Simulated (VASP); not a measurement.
# SnTe (P6_3/mmc) in VASP: a series of runs

The runs below take SnTe through single point, with PBE.

All numbers are computed with VASP 6.6.1; they aren't measurements. Logs are shortened: lines on timing, memory, paths and dates and some standing lists are left out, and cuts for length are marked.

### Step 1. The cell of the first run

Symmetry: P6_3/mmc, No. 194, hexagonal system. Conventional cell: a = 5.419 Å, b = 5.419 Å, c = 6.472 Å, α = 90.00°, β = 90.00°, γ = 120.00°. Within 4.1 Å of Sn (site symmetry -6m2) lie 5 Te at 3.13 to 3.24 Å. Within 4.1 Å of Te (site symmetry -6m2) lie 5 Sn at 3.13 to 3.24 Å.

### Step 2. Single point, PBE

Contents of INCAR:

```
ALGO     = Normal         # electronic algorithm
EDIFF    = 1E-7           # SCF threshold, eV
ENCUT    = 520            # plane-wave cutoff, eV
GGA      = PE             # functional
ISIF     = 2              # what is computed and relaxed
ISMEAR   = 0              # smearing method
LASPH    = True           # aspherical terms in the spheres
LCHARG   = True           # write CHGCAR
LELF     = True           # ELF
LREAL    = False          # projectors in reciprocal space
LVHAR    = True         
LWAVE    = False          # write WAVECAR
NBANDS   = 28             # bands
NELM     = 60             # most SCF steps
PREC     = Accurate       # precision mode
SIGMA    = 0.01           # smearing width, eV
```

Contents of KPOINTS:

```
k-points
0
Gamma
  6 6 4
```

Contents of POSCAR:

```
SnTe
1.0
    5.4194977495      0.0000000000      0.0000000000
   -2.7097488747      4.6934227268      0.0000000000
    0.0000000000      0.0000000000      6.4723229049
Sn Te
2 2
Direct
    0.3333333333      0.6666666667      0.2500000000
    0.6666666667      0.3333333333      0.7500000000
    0.6666666667      0.3333333333      0.2500000000
    0.3333333333      0.6666666667      0.7500000000
```

Potentials or basis: VASP PAW PBE potentials, release 64 (Sn_d, Te).

Started as:

```console
cat potpaw_PBE.64/Sn_d/POTCAR potpaw_PBE.64/Te/POTCAR > POTCAR
mpirun -np 1 vasp_std > vasp.out
```

OUTCAR:

```text
EDIFF = 1E-7
   ENCUT = 520
   GGA = PE
   ISIF = 2
   ISMEAR = 0
   LASPH = True
   LREAL = False
   NELM = 60
   PREC = Accurate

 ion  position               nearest neighbor table
   1  0.333  0.667  0.250-   3 3.13   3 3.13   3 3.13   4 3.24   4 3.24
   2  0.667  0.333  0.750-   4 3.13   4 3.13   4 3.13   3 3.24   3 3.24
   3  0.667  0.333  0.250-   1 3.13   1 3.13   1 3.13   2 3.24   2 3.24
   4  0.333  0.667  0.750-   2 3.13   2 3.13   2 3.13   1 3.24   1 3.24

  LATTYP: Found a hexagonal cell.
 ALAT       =     5.4194977495
 C/A-ratio  =     1.1942661856

  Lattice vectors:

 A1 = (   5.4194977495,   0.0000000000,   0.0000000000)
 A2 = (  -2.7097488747,   4.6934227268,   0.0000000000)
 A3 = (   0.0000000000,   0.0000000000,   6.4723229049)

Analysis of symmetry for initial positions (statically):
=====================================================================
 Subroutine PRICEL returns:
 Original cell was already a primitive cell.

 Routine SETGRP: Setting up the symmetry group for a
 hexagonal supercell.

 Subroutine GETGRP returns: Found 24 space group operations
 (whereof 12 operations were pure point group operations)
 out of a pool of 24 trial point group operations.

The static configuration has the point symmetry D_3d.
 The point group associated with its full space group is D_6h.

Analysis of symmetry for dynamics (positions and initial velocities):
=====================================================================
 Subroutine PRICEL returns:
 Original cell was already a primitive cell.

 Routine SETGRP: Setting up the symmetry group for a
 hexagonal supercell.

 Subroutine GETGRP returns: Found 24 space group operations
 (whereof 12 operations were pure point group operations)
 out of a pool of 24 trial point group operations.

The dynamic configuration has the point symmetry D_3d.
 The point group associated with its full space group is D_6h.

 Subroutine INISYM returns: Found 24 space group operations
 (whereof 12 operations are pure point group operations),
 and found     1 'primitive' translations

----------------------------------------------------------------------------------------

                                     Primitive cell

  volume of cell :     164.6300

  direct lattice vectors                    reciprocal lattice vectors
     5.419497749  0.000000000  0.000000000     0.184518944  0.106532062  0.000000000
    -2.709748875  4.693422727  0.000000000     0.000000000  0.213064124  0.000000000
     0.000000000  0.000000000  6.472322905     0.000000000  0.000000000  0.154504034

  length of vectors
     5.419497749  5.419497749  6.472322905     0.213064124  0.213064124  0.154504034

  position of ions in fractional coordinates (direct lattice)
     0.333333333  0.666666667  0.250000000
     0.666666667  0.333333333  0.750000000
     0.666666667  0.333333333  0.250000000
     0.333333333  0.666666667  0.750000000

  ion indices of the primitive-cell ions
   primitive index   ion index
                 1           1
                 2           2
                 3           3
                 4           4

----------------------------------------------------------------------------------------

 KPOINTS: k-points

Automatic generation of k-mesh.
 Grid dimensions read from file:
 generate k-points for:    6    6    4

 Generating k-lattice:

  Cartesian coordinates                     Fractional coordinates (reciprocal lattice)
     0.030753157  0.017755344  0.000000000     0.166666667  0.000000000  0.000000000
     0.000000000  0.035510687  0.000000000     0.000000000  0.166666667  0.000000000
     0.000000000  0.000000000  0.038626009     0.000000000  0.000000000  0.250000000

  Length of vectors
     0.035510687  0.035510687  0.038626009

  Shift w.r.t. Gamma in fractional coordinates (k-lattice)
     0.000000000  0.000000000  0.000000000

 Subroutine IBZKPT returns following result:
 ===========================================

 Found     21 irreducible k-points:

 Following reciprocal coordinates:
            Coordinates               Weight
  0.000000  0.000000  0.000000      1.000000
  0.166667  0.000000  0.000000      6.000000
  0.333333  0.000000  0.000000      6.000000
  0.500000  0.000000  0.000000      3.000000
  0.166667  0.166667  0.000000      6.000000
  0.333333  0.166667  0.000000     12.000000
[... 13 lines left out ...]
  0.333333  0.166667  0.500000     12.000000
  0.333333  0.333333  0.500000      2.000000
   k-points           NKPTS =     21   k-points in BZ     NKDIM =     21   number of bands    NBANDS=     28
   number of dos      NEDOS =    301   number of ions     NIONS =      4
   total plane-waves  NPLWV =  76800
   dimension x,y,z NGX =    40 NGY =   40 NGZ =   48
   dimension x,y,z NGXF=    80 NGYF=   80 NGZF=   96
   ions per type =               2   2
   NGX,Y,Z   is equivalent  to a cutoff of  12.27, 12.27, 12.33 a.u.
   NGXF,Y,Z  is equivalent  to a cutoff of  24.54, 24.54, 24.66 a.u.
 SYSTEM =  unknown system
   PREC   = accura    normal or accurate (medium, high low for compatibility)
   ISTART =      0    job   : 0-new  1-cont  2-samecut
   ICHARG =      2    charge: 1-file 2-atom 10-const
   ISPIN  =      1    spin polarized calculation?
   LNONCOLLINEAR =      F non collinear calculations
   LSORBIT =      F    spin-orbit coupling
   LASPH  =      T    aspherical Exc in radial PAW
   ENCUT  =  520.0 eV  38.22 Ry    6.18 a.u.  10.08 10.08 12.03*2*pi/ulx,y,z
   NELM   =     60;   NELMIN=  2; NELMDL= -5     # of ELM steps
   EDIFF  = 0.1E-06   stopping-criterion for ELM
   LREAL  =      F    real-space projection
   EDIFFG = 0.1E-05   stopping-criterion for IOM
   NSW    =      0    number of steps for IOM
   IBRION =     -1    ionic relax: 0-MD 1-quasi-New 2-CG
   NFREE  =      0    steps in history (QN), initial steepest desc. (CG)
   ISIF   =      2    stress and relaxation
   ISYM   =      2    0-nonsym 1-usesym 2-fastsym
   POTIM  = 0.5000    time-step for ionic-motion
   TEBEG  =    0.0;   TEEND  =   0.0 temperature during run
   PSTRESS=    0.0 pullay stress
   NELECT =      40.0000    total number of electrons
   NUPDOWN=      -1.0000    fix difference up-down
   EMIN   =  10.00;   EMAX   =-10.00  energy-range for DOS
   EFERMI =   0.00;   METHOD = LEGACY
   ISMEAR =     0;   SIGMA  =   0.01  broadening in eV -4-tet -1-fermi 0-gaus
   EFERMI_NEDOS =   21; number of points for ismear=-14 and -15
   IALGO  =     38    algorithm
   IMIX   =      4    mixing-type and parameters
     AMIX     =   0.40;   BMIX     =  1.00
     AMIX_MAG =   1.60;   BMIX_MAG =  1.00
  volume/ion in A,a.u.               =      41.16       277.74
  Fermi-wavevector in a.u.,A,eV,Ry     =   1.021547  1.930445 14.198484  1.043559
  Thomas-Fermi vector in A             =   2.155178
   LORBIT       =      0    0 simple, 1 ext, 2 COOP (PROOUT), +10 PAW based schemes
   GGA     = PE    functional components
   LHFCALC =     F    Hartree Fock is set to
   AEXX    =    0.0000 exact exchange contribution
   IVDW    =     0    specifies the selected vdW correction
   LEPSILON=     F    determine dielectric tensor
   LRPA    =     F    only Hartree local field effects (RPA)
 non-spin polarized calculation
 Gauss-broadening in eV      SIGMA  =   0.01
  energy-cutoff  :      520.00
  volume of cell :      164.63
 maximum number of plane-waves:      4476
   NGX = 21   NGY = 21   NGZ = 25

 number of electron      40.0000017 magnetization

 Free energy of the ion-electron system (eV)
  ---------------------------------------------------
  ext. energy  EPLUGINS =         0.00000000
  ---------------------------------------------------
  free energy    TOTEN  =       -14.66332995 eV

  energy without entropy =      -14.66332995  energy(sigma->0) =      -14.66332995

 E-fermi :   4.3201     XC(G=0):  -8.0092

 val. band max:        4.2713947703   @ k =   0.3333   0.3333   0.5000
 cond. band min:       4.7490955757   @ k =   0.3333   0.3333   0.5000
 fundamental gap:      0.4777008054
 Fermi energy:         4.3201269278

 k-point     1 :       0.0000    0.0000    0.0000
  band No.  band energies     occupation
      1     -17.5786      2.00000
      2     -17.5786      2.00000
      3     -17.5782      2.00000
      4     -17.5782      2.00000
      5     -17.5765      2.00000
      6     -17.5682      2.00000
[... 20 lines left out ...]
     27       8.9667      0.00000
     28       8.9667      0.00000

 k-point     2 :       0.1667    0.0000    0.0000
  band No.  band energies     occupation
      1     -17.5803      2.00000
      2     -17.5785      2.00000
      3     -17.5785      2.00000
      4     -17.5776      2.00000
      5     -17.5742      2.00000
      6     -17.5684      2.00000
[... 20 lines left out ...]
     27       9.0003      0.00000
     28       9.0303      0.00000

 k-point     3 :       0.3333    0.0000    0.0000
  band No.  band energies     occupation
      1     -17.5819      2.00000
      2     -17.5791      2.00000
      3     -17.5781      2.00000
      4     -17.5765      2.00000
      5     -17.5711      2.00000
      6     -17.5688      2.00000
[... 20 lines left out ...]
     27       8.7001      0.00000
     28       9.4040      0.00000

 k-point     4 :       0.5000    0.0000    0.0000
  band No.  band energies     occupation
      1     -17.5824      2.00000
      2     -17.5794      2.00000
      3     -17.5779      2.00000
      4     -17.5760      2.00000
      5     -17.5694      2.00000
      6     -17.5690      2.00000
[... 485 lines left out ...]
     27      10.2869      0.00000
     28      10.2869      0.00000

 k-point    20 :       0.3333    0.1667    0.5000
  band No.  band energies     occupation
      1     -17.5793      2.00000
      2     -17.5793      2.00000
      3     -17.5773      2.00000
      4     -17.5773      2.00000
      5     -17.5702      2.00000
      6     -17.5702      2.00000
[... 20 lines left out ...]
     27       9.3574      0.00000
     28       9.3574      0.00000

 k-point    21 :       0.3333    0.3333    0.5000
  band No.  band energies     occupation
      1     -17.5793      2.00000
      2     -17.5793      2.00000
      3     -17.5771      2.00000
      4     -17.5771      2.00000
      5     -17.5702      2.00000
      6     -17.5702      2.00000
[... 20 lines left out ...]
     27       9.0954      0.00000
     28       9.0954      0.00000

------------------------ aborting loop because EDIFF is reached ----------------------------------------

  FORCE on cell =-STRESS in cart. coord.  units (eV):
  Direction    XX          YY          ZZ          XY          YZ          ZX
  --------------------------------------------------------------------------------------
  -------------------------------------------------------------------------------------
  Total        0.0273256      0.0273256      0.0007182      0.0000000     -0.0000000      0.0000000
  in kB        0.2659324      0.2659324      0.0069900      0.0000000     -0.0000000      0.0000000
  external PRESSURE =       0.1796182 kB  Pullay stress =       0.0000000 kB

 VOLUME and BASIS-vectors are now :
 -----------------------------------------------------------------------------
  energy-cutoff  :      520.00
  volume of cell :      164.63
      direct lattice vectors                 reciprocal lattice vectors
     5.419497749  0.000000000  0.000000000     0.184518944  0.106532062  0.000000000
    -2.709748875  4.693422727  0.000000000     0.000000000  0.213064124  0.000000000
     0.000000000  0.000000000  6.472322905     0.000000000  0.000000000  0.154504034

 POSITION                                       TOTAL-FORCE (eV/Angst)
 -----------------------------------------------------------------------------------
     -0.00000      3.12895      1.61808        -0.000000     -0.000000      0.000000
      2.70975      1.56447      4.85424         0.000000      0.000000      0.000000
      2.70975      1.56447      1.61808         0.000000     -0.000000      0.000000
     -0.00000      3.12895      4.85424         0.000000      0.000000      0.000000
 -----------------------------------------------------------------------------------
    total drift:                                0.000000     -0.000000      0.000000

  FREE ENERGIE OF THE ION-ELECTRON SYSTEM (eV)
  ---------------------------------------------------
  free  energy   TOTEN  =       -14.6633299546 eV

  energy  without entropy=      -14.6633299546  energy(sigma->0) =      -14.66332995
```

Run time: 45 s. Hardware: 1 thread of Intel Xeon 6975P-C (Granite Rapids), shared host; peak memory 0.3 GiB.

Results:

```yaml
Free_energy: -14.6633 eV
Pressure: 0.0 GPa
Band_gap_on_the_k_mesh: 0.48 eV
```

Caveat: spin-orbit coupling is left out, which moves the levels of the heavy elements. A k mesh can miss the band edges.

### Step 3. Single point, PBE (42.39 Å³/atom)

This run uses another cell than the first one, of 42.39 Å³/atom.

Contents of INCAR:

```
ALGO = Normal
EDIFF = 1E-7
ENCUT = 520
GGA = PE
ISIF = 2
ISMEAR = 0
LASPH = T
LCHARG = F
LREAL = F
LWAVE = F
NBANDS = 28
NELM = 80
PREC = Accurate
SIGMA = 0.01
```

KPOINTS is that of step 2.

Contents of POSCAR:

```
SnTe
1.0
    5.4731596329      0.0000000000      0.0000000000
   -2.7365798165      4.7398952811      0.0000000000
    0.0000000000      0.0000000000      6.5364094777
Sn Te
2 2
Direct
    0.3333333333      0.6666666667      0.2500000000
    0.6666666667      0.3333333333      0.7500000000
    0.6666666667      0.3333333333      0.2500000000
    0.3333333333      0.6666666667      0.7500000000
```

Potentials or basis: VASP PAW PBE potentials, release 64 (Sn_d, Te).

Started as:

```console
cat potpaw_PBE.64/Sn_d/POTCAR potpaw_PBE.64/Te/POTCAR > POTCAR
mpirun -np 1 vasp_std > vasp.out
```

Run time: 52 s. Hardware: 1 thread of Intel Xeon 6975P-C (Granite Rapids), shared host; peak memory 0.32 GiB.

The run converged. Its results:

* Free energy: -14.6511 eV
* Pressure: -0.8 GPa
* Band gap on the k mesh: 0.54 eV

Levels at points of the mesh, in eV from the valence-band top:
```csv
k point,band 18,band 19,band 20,band 21,band 22,band 23
"(0.00, 0.00, 0.00)",-1.90,-1.90,-1.85,0.70,0.70,2.25
"(0.50, 0.00, 0.00)",-2.27,-2.23,-0.63,1.75,2.78,3.01
"(0.00, 0.00, 0.50)",-2.61,-1.50,-1.50,1.20,1.20,1.20
"(0.50, 0.00, 0.50)",-1.86,-0.80,-0.80,0.67,0.67,2.25
```

Caveat: spin-orbit coupling is left out, which moves the levels of the heavy elements.
